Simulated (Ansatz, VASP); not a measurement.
**Two plane-wave programs on LiH**

```
Li H
1.0
     0.00000    2.03250    2.03250
     2.03250    0.00000    2.03250
     2.03250    2.03250    0.00000
Li H
1 1
Direct
  0.93912 0.00000 0.00000
  0.50000 0.50000 0.50000
```

Change from the starting cell: all Li atoms moved +0.175 Å, as atom 1 towards its neighbour atom 1 (Li) at 2.874 Å.

Alike in both runs: task single point; functional PBE; k mesh 10 × 10 × 10; occupations gaussian, width 0.05 eV; no spin polarisation.

|  | VASP | Ansatz |
| --- | --- | --- |
| version | VASP 6.6.1 | Ansatz 0.2.0 |
| potentials or method | VASP PAW PBE potentials, release 64 (Li_sv, H), cutoff 520 eV | scalar-relativistic, plane waves, PAW |
| valence electrons in the cell | 4 | 4 |

|  | VASP | Ansatz | Ansatz less VASP |
| --- | --- | --- | --- |
| gap on the k mesh at the Fermi level (eV) | 3.02 | 3.03 | +0.007 |
| least direct gap on the mesh (eV) | 3.02 | 3.03 | +0.007 |
| rms of the force components (eV/Å) | 0.101 | 0.101 | -0.0001 |

Atom by atom the forces differ by 0.000 eV/Å (rms over components). With one functional, cell and mesh, what is left measures potentials, basis and numerics.

Noted on VASP's run: the cutoff is short for stress, so the pressure is rough.
